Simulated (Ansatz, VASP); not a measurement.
# One calculation of Si, two programs

```
CELL_PARAMETERS angstrom
3.82474 0.00000 0.00000
-1.91237 3.31232 0.00000
0.00000 0.00000 6.32475
ATOMIC_POSITIONS crystal
Si 0.33333 0.66667 0.00001
Si 0.66667 0.33333 0.50001
Si 0.33333 0.66667 0.37399
Si 0.66667 0.33333 0.87399
```

Alike in both runs: task single point; functional PBE0; k mesh 6 × 6 × 4; no spin polarisation.

```csv
,VASP,Ansatz
version,VASP 6.6.1,Ansatz 0.2.0
potentials or method,"VASP PAW PBE potentials, release 64 (Si), cutoff 520 eV","scalar-relativistic, plane waves, PAW"
occupations,"gaussian, width 0.01 eV",fixed
valence electrons in the cell,16,16
```

|  | VASP | Ansatz | Ansatz less VASP |
| --- | --- | --- | --- |
| gap on the k mesh at the Fermi level (eV) | 1.65 | 1.62 | -0.031 |
| least direct gap on the mesh (eV) | 2.40 | 2.36 | -0.033 |
